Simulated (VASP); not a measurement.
A run of VASP 6.6.1 is set up as follows.

The input INCAR:

```
PREC = Accurate
ENCUT = 600
EDIFF = 1E-6
ISMEAR = -1
SIGMA = 0.05
LREAL = False
LASPH = True
NELM = 100
ALGO = Fast
ISIF = 3
LWAVE = False
LCHARG = False
GGA = RE
IVDW = 12
IBRION = 2
NSW = 60
EDIFFG = -0.01
```

File KPOINTS:

```
Automatic mesh
0
Gamma
  11 11 11
```

File POSCAR:

```
Nb
1.0
    0.0000000000      2.1150000000      2.1150000000
    2.1150000000      0.0000000000      2.1150000000
    2.1150000000      2.1150000000      0.0000000000
Nb
1
Direct
    0.0000000000      0.0000000000      0.0000000000
```

Potentials or basis: VASP PAW PBE potentials, release 64 (Nb_sv).

Run with:

```sh
$ cat potpaw_PBE.64/Nb_sv/POTCAR > POTCAR
$ mpirun -np 1 vasp_std > vasp.out
```

Estimate the relaxed cell.

a = 2.918 Å, b = 2.918 Å, c = 2.918 Å, α = 60.00°, β = 60.00°, γ = 60.00°.

Estimate the dispersion energy per atom.

-1.392 eV.

The path:
```
step  energy change (eV)  largest force (eV/Å)  pressure (GPa)  volume (Å³)
   1              0.0000                0.0000          -11.62        18.92
   2              0.1327                0.0000           30.17        15.41
   3             -0.0518                0.0000           -0.17        17.63
   4             -0.0518                0.0000           -0.32        17.60
   5             -0.0092                0.0000           12.80        16.48
   6             -0.0518                0.0000            0.07        17.57
```

Caveat: the PAW data sets were made with another functional, which shifts forces and pressure a little; pairwise dispersion overbinds metals, which lowers pressure and volume.
